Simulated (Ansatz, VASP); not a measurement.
# Two plane-wave programs on ZrMoSe4

```
CELL_PARAMETERS angstrom
3.28277 0.00000 0.00000
0.00000 3.28277 0.00000
0.00000 0.00000 12.37050
ATOMIC_POSITIONS crystal
Zr 0.00000 0.00000 0.50000
Mo 0.00000 0.00000 0.00000
Se 0.50000 0.50000 0.36453
Se 0.50000 0.50000 0.86434
Se 0.50000 0.50000 0.13566
Se 0.50000 0.50000 0.63547
```

Change from the starting cell: species swapped into the MnFeSi4 type (P4/mmm, No. 123).

Alike in both runs: task relaxation of cell and atoms; functional PBE; k mesh 6 × 6 × 2; occupations gaussian, width 0.1 eV; collinear spin.

|  | VASP | Ansatz |
| --- | --- | --- |
| version | VASP 6.6.1 | Ansatz 0.2.0 |
| potentials or method | VASP PAW PBE potentials, release 64 (Zr_sv, Mo_sv, Se), cutoff 600 eV | scalar-relativistic, plane waves, PAW |
| valence electrons in the cell | 50 | 90 |

VASP gave:

```
gap on the k mesh at the Fermi level, each at its own relaxed structure (eV) : none
net moment per atom (μB)                                                     : 0.00
relaxed volume (Å³/atom)                                                     : 25.05
relaxed length of the cell vector where the two differ most in proportion (Å)              : 14.951
```

Task: Estimate Ansatz's values.

Result: gap on the k mesh at the Fermi level, each at its own relaxed structure (eV): none; net moment per atom (μB): 0.00; relaxed volume (Å³/atom): 24.01; relaxed length of the cell vector where the two differ most in proportion (Å): 14.197.

A gap of «none» marks a metal or a gap that the smearing closes. One of these differences is far larger than is usual between the two programs; its cause wasn't traced. VASP's potentials hold 50 valence electrons a cell and Ansatz's 90, so a difference there can come from the potentials and not from the codes. Ansatz's warnings: seeded moment not kept.
